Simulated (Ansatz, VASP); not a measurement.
**Si: VASP beside Ansatz**

```
CELL_PARAMETERS angstrom
3.05329 -3.99847 0.00000
3.05329 3.99847 0.00000
0.00000 0.00000 6.86252
ATOMIC_POSITIONS crystal
Si 0.75000 0.75000 0.83166
Si 0.75000 0.75000 0.16834
Si 0.25000 0.25000 0.83166
Si 0.25000 0.25000 0.16834
Si 0.94166 0.44166 0.33751
Si 0.05834 0.55834 0.66249
Si 0.55834 0.05834 0.33751
Si 0.44166 0.94166 0.66249
```

Alike in both runs: functional PBE; k mesh 8 × 8 × 6; occupations gaussian, width 0.1 eV; no spin polarisation.

Ansatz relaxed the structure, and its values are those at the end. VASP's run is a single point on that final structure, the one shown.

```csv
,VASP,Ansatz
version,VASP 6.6.1,Ansatz 0.2.0
potentials or method,"VASP PAW PBE potentials, release 64 (Si), cutoff 520 eV","scalar-relativistic, plane waves, PAW"
valence electrons in the cell,32,32
```

```tsv
	VASP	Ansatz	Ansatz less VASP
gap on the k mesh at the Fermi level (eV)	none	none	-
pressure (GPa)	-0.1	0.0	+0.08
```

A gap of «none» marks a metal or a gap that the smearing closes.
